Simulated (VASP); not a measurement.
**Nb: single point with PBEsol**

Crystal: Nb.

```
CELL_PARAMETERS angstrom
2.83678 -0.01739 0.41413
-1.43345 2.48281 0.00000
1.77316 1.02373 2.81222
ATOMIC_POSITIONS crystal
Nb 0.00000 0.00000 0.00000
```

```json
{
 "Program": "VASP 6.6.1",
 "Task": "single point",
 "Functional": "PBEsol",
 "Potentials or basis": "VASP PAW PBE potentials, release 64 (Nb_sv)",
 "Cutoff": "520 eV",
 "k mesh": "12 × 12 × 14",
 "Occupations": "gaussian, width 0.1 eV",
 "Spin": "no spin polarisation",
 "Dipole correction": "no",
 "Further INCAR settings": "ALGO = Fast; EDIFF = 1e-06; NBANDS = 12; ISYM = 0"
}
```

```yaml
Pressure: 5.5 GPa
Band_gap_on_the_k_mesh: zero (an odd number of electrons rules out a gap without spin polarisation)
```

Stress tensor (GPa, compression positive):
```
 3.02 -9.35 -0.30
-9.35 13.81 -0.17
-0.30 -0.17 -0.35
```

Levels at points of the mesh, in eV from the Fermi level:
| k point | band 2 | band 3 | band 4 | band 5 | band 6 | band 7 | band 8 | band 9 | band 10 | band 11 |
| --- | --- | --- | --- | --- | --- | --- | --- | --- | --- | --- |
| (0.00, 0.00, 0.00) | -29.80 | -29.72 | -29.58 | -6.26 | -1.27 | 1.13 | 1.20 | 1.44 | 4.38 | 13.14 |
| (0.50, 0.00, 0.00) | -30.98 | -30.86 | -30.25 | -4.43 | -3.95 | 5.42 | 5.75 | 6.16 | 7.57 | 7.80 |
| (0.00, 0.50, 0.00) | -31.29 | -30.24 | -29.90 | -4.21 | -2.69 | 2.90 | 2.95 | 5.68 | 6.19 | 11.55 |
| (0.50, 0.50, 0.00) | -31.29 | -30.24 | -29.90 | -4.21 | -2.69 | 2.90 | 2.95 | 5.68 | 6.19 | 11.55 |
| (0.00, 0.00, 0.50) | -31.31 | -29.93 | -29.70 | -3.98 | -0.01 | 1.02 | 1.48 | 2.78 | 6.32 | 11.66 |
| (0.50, 0.00, 0.50) | -31.24 | -29.87 | -29.64 | -3.98 | -0.15 | 1.18 | 1.19 | 3.16 | 6.11 | 11.16 |
| (0.00, 0.50, 0.50) | -31.29 | -30.23 | -29.90 | -4.21 | -2.67 | 2.87 | 2.93 | 5.68 | 6.18 | 11.55 |
| (0.50, 0.50, 0.50) | -31.29 | -30.23 | -29.90 | -4.21 | -2.67 | 2.87 | 2.93 | 5.68 | 6.18 | 11.55 |

Wall time 3.4 min on 1 thread of Intel(R) Xeon(R) Platinum 8488C (Sapphire Rapids) (shared host), peak memory 0.32 GiB.

Caveat: the cell stands under pressure; the PAW data sets were made with another functional, which shifts forces and pressure a little.
